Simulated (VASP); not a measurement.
A run of VASP 6.6.1 is set up as follows.

INCAR

```
ALGO = Normal
EDIFF = 1E-6
ENCUT = 600
GGA_COMPAT = F
ISIF = 2
ISMEAR = 0
LASPH = T
LCHARG = T
LELF = T
LREAL = F
LVHAR = T
LWAVE = F
NBANDS = 15
NELM = 120
PREC = Accurate
SIGMA = 0.1
```

File KPOINTS:

```
k-points
0
Gamma
  6 6 6
```

The input POSCAR:

```
KF
1.0
    0.0000000000      2.6544134050      2.6544134050
    2.6544134050      0.0000000000      2.6544134050
    2.6544134050      2.6544134050      0.0000000000
K F
1 1
Direct
    0.0000000000      0.0000000000      0.0000000000
    0.5000000000      0.5000000000      0.5000000000
```

Potentials or basis: VASP PAW LDA potentials, release 64 (K_sv, F).

Command:

```sh
$ cat potpaw_LDA.64/K_sv/POTCAR potpaw_LDA.64/F/POTCAR > POTCAR
$ mpirun -np 1 vasp_std > vasp.out
```

(1) Predict the band gap on the k mesh.

(2) What does it give for the pressure?

## Answers

(1) 5.89 eV.

(2) -2.9 GPa.
